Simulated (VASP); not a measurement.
Input of a VASP 6.6.1 run:

Contents of INCAR:

```
SYSTEM = Ta6HN6F
  PREC = Accurate
  ENCUT = 520
  EDIFF = 1E-7
  ISMEAR = 0
  SIGMA = 0.05
  LREAL = .False.
  LASPH = .True.
  NELM = 80
  ALGO = Normal
  ISIF = 2
  LWAVE = .False.
  LCHARG = .False.
  GGA = PE
  IVDW = 12
  NBANDS = 65
```

Contents of KPOINTS:

```
Automatic mesh
0
Gamma
  2 2 1
  0 0 0
```

The input POSCAR:

```
Ta6HN6F
1.0
    5.2084950000      0.0000000000      0.0000000000
   -2.6042480000      4.5106890000      0.0000000000
    0.0000000000      0.0000000000     16.3721220000
Ta N F H
6 6 1 1
Direct
    0.0000000000      0.0000000000      0.0610794400
    0.3342163791      0.6683074954      0.1357900462
    0.6674846396      0.3328610712      0.1362985588
   -0.0025599967     -0.0024720067      0.2366122264
    0.3318712676      0.6665587229      0.3176924654
    0.6533706459      0.3269592495      0.3172896803
    0.3923922100      0.0000000000      0.0610794400
    0.6076079500      0.6076078900      0.0610794400
    0.0000000400      0.3923922100      0.0610794400
    0.3869301328     -0.0033442483      0.2307899440
    0.6107818364      0.6096800530      0.2304983451
   -0.0046786574      0.3853800895      0.2337265402
   -0.0021491649      0.4529652617      0.4049349835
    0.4564326818      0.9977093830      0.3915087261
```

Potentials or basis: VASP PAW PBE potentials, release 64 (Ta_pv, N, F, H).

The run is started by

```bash
$ cat potpaw_PBE.64/Ta_pv/POTCAR potpaw_PBE.64/N/POTCAR potpaw_PBE.64/F/POTCAR potpaw_PBE.64/H/POTCAR > POTCAR
$ mpirun -np 1 vasp_std > vasp.out
```

(1) Predict the band gap on the k mesh.

(2) Predict the largest force.

Answers

(1) zero (bands 52 and 53 overlap by 0.16 eV).

(2) 2.412 eV/Å.

Caveat: the k points lie up to 0.70 Å⁻¹ apart; there is no dipole correction, which matters where the two faces differ; spin-orbit coupling is left out, which moves the levels of the heavy elements.
